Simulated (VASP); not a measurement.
Write the native input for VASP 6.6.1 that does the following.

| Property | Result |
| --- | --- |
| Task | single point |
| Functional | PBEsol |
| Potentials or basis | VASP PAW PBE potentials, release 64 (Sb) |
| Cutoff | 520 eV |
| k mesh | 10 × 10 × 10 |
| Occupations | fermi-dirac, width 0.05 eV |
| Spin | no spin polarisation |
| Dipole correction | no |
| Further INCAR settings | ALGO = Normal; EDIFF = 1e-06; NBANDS = 8 |

The structure of Sb lies in POSCAR:

```
Sb
1.0
    0.0000000000      2.3035782606      2.3035782606
    2.3035782606      0.0000000000      2.3035782606
    2.3035782606      2.3035782606      0.0000000000
Sb
1
Direct
    0.0000000000      0.0000000000      0.0000000000
```

This isn't the form of Sb at room conditions, which is rhombohedral.

One way to write it, as run:

INCAR

```
SYSTEM = Sb
PREC = Accurate
ENCUT = 520
EDIFF = 1E-6
ISMEAR = -1
SIGMA = 0.05
LREAL = .False.
LASPH = .True.
NELM = 100
ALGO = Normal
ISIF = 2
LWAVE = .False.
LCHARG = .False.
GGA = PS
NBANDS = 8
```

KPOINTS

```
Automatic mesh
0
Gamma
  10 10 10
  0 0 0
```

Potentials or basis: VASP PAW PBE potentials, release 64 (Sb).

The run is started by

```console
$ cat potpaw_PBE.64/Sb/POTCAR > POTCAR
$ mpirun -np 1 vasp_std > vasp.out
```

Results of the run:

```
Pressure               : 5.0 GPa
Band gap on the k mesh : zero (an odd number of electrons rules out a gap without spin polarisation)
```

Caveat: the cell stands under pressure; the PAW data sets were made with another functional, which shifts forces and pressure a little; spin-orbit coupling is left out, which moves the levels of the heavy elements.

Run time: 5 s on 1 thread of Intel(R) Xeon(R) 6975P-C (Granite Rapids), on a shared host, peak memory 0.14 GiB.
